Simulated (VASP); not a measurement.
The system is Ta2AlC2N.

```
Ta Al C N
1.0
     2.73002   -4.72674    0.00000
     2.73002    4.72674    0.00000
     0.00000    0.00000    3.09733
Ta Al C N
2 1 2 1
Cartesian
  1.3650 2.3634 1.5487
  1.3650 -2.3634 1.5487
  2.7300 0.0000 0.0000
  2.7300 3.1484 0.0000
  2.7300 -3.1484 0.0000
  0.0000 0.0000 1.5487
```

The cell was built from a structure type or drawn by symmetry, and may not be a known phase.

| Item | Value |
| --- | --- |
| Program | VASP 6.6.1 |
| Task | relaxation of cell and atoms |
| Functional | PBE |
| Potentials or basis | VASP PAW PBE potentials, release 64 (Ta_pv, Al, C, N) |
| Cutoff | 600 eV |
| k mesh | 4 × 4 × 6 |
| Occupations | gaussian, width 0.1 eV |
| Spin | no spin polarisation |

At the start: pressure -5.4 GPa; volume 13.32 Å³/atom.

Question: Where does the relaxation end?

Answer: Over 28 steps the energy falls by 531.2 meV/atom and the volume is 11.85 Å³/atom (-11.1 %); space group Cmmm (No. 65, to 0.1 Å) before and after.

The path:
```tsv
step	energy change (eV)	largest force (eV/Å)	pressure (GPa)	volume (Å³)
1	0.0000	0.4601	-5.45	79.94
2	-0.4974	0.2923	3.80	74.67
3	-0.8621	0.2579	22.38	67.13
4	-1.0113	0.4113	21.90	66.85
5	-1.3794	0.9337	20.82	65.89
6	-1.8269	1.7099	21.06	63.56
7	0.3588	0.5544	46.03	57.24
8	-1.8230	1.9468	21.67	62.87
9	-1.8145	2.0248	22.40	62.40
10	-2.1138	2.0161	13.71	64.07
11	-2.4150	1.8872	-3.20	68.05
12	-2.4171	1.8710	-4.36	68.38
13	-2.5581	1.6394	-3.99	68.35
14	-2.8630	0.8873	-1.90	68.20
15	-3.0554	0.4740	5.80	67.70
16	-3.1491	0.0462	-0.19	69.91
17	-3.1569	0.1252	-2.23	70.78
18	-3.1738	0.2270	0.26	70.33
19	-3.1738	0.2309	0.35	70.32
20	-3.1791	0.1648	0.46	70.39
21	-3.1839	0.0401	0.70	70.54
22	-3.1840	0.0192	0.75	70.56
23	-3.1849	0.0581	-0.70	71.10
24	-3.1850	0.0464	-0.27	70.93
25	-3.1861	0.0605	-0.19	71.00
26	-3.1867	0.0751	-0.09	71.07
27	-3.1868	0.0782	-0.06	71.08
28	-3.1873	0.0026	0.18	71.08
```

Final structure:
```
Ta Al C N
1.0
     3.03870   -3.60570    0.00000
     3.03870    3.60570    0.00000
     0.00000    0.00000    3.24389
Ta Al C N
2 1 2 1
Direct
  0.00000 0.50000 0.50000
  0.50000 0.00000 0.50000
  0.50000 0.50000 0.00000
  0.23261 0.76739 0.00000
  0.76739 0.23261 0.00000
  0.00000 0.00000 0.50000
```
